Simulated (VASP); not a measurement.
Here is a VASP 6.6.1 calculation.

INCAR

```
SYSTEM = InO3
PREC = Accurate
ENCUT = 520
EDIFF = 1E-6
ISMEAR = -1
SIGMA = 0.06122561905347299
LREAL = .FALSE.
LASPH = .TRUE.
NELM = 100
ALGO = Normal
ISIF = 2
LWAVE = .FALSE.
LCHARG = .FALSE.
GGA = PE
NBANDS = 24
```

KPOINTS

```
Automatic mesh
0
G
  13 13 13
  0 0 0
```

File POSCAR:

```
InO3
1.0
    4.2404344675      0.0000000000      0.0000000000
    0.0000000000      4.2404344675      0.0000000000
    0.0000000000      0.0000000000      4.2404344675
In O
1 3
Direct
    0.0000000000      0.0000000000      0.0000000000
    0.5000000000      0.0000000000      0.0000000000
    0.0000000000      0.5000000000      0.0000000000
    0.0000000000      0.0000000000      0.5000000000
```

Potentials or basis: VASP PAW PBE potentials, release 64 (In_d, O).

The run is started by

```sh
$ cat potpaw_PBE.64/In_d/POTCAR potpaw_PBE.64/O/POTCAR > POTCAR
$ mpirun -np 1 vasp_std > vasp.out
```

Predict the pressure.

-1.1 GPa.

Caveat: an odd number of electrons without spin polarisation forces a metal; a magnetic or distorted state may lie lower.
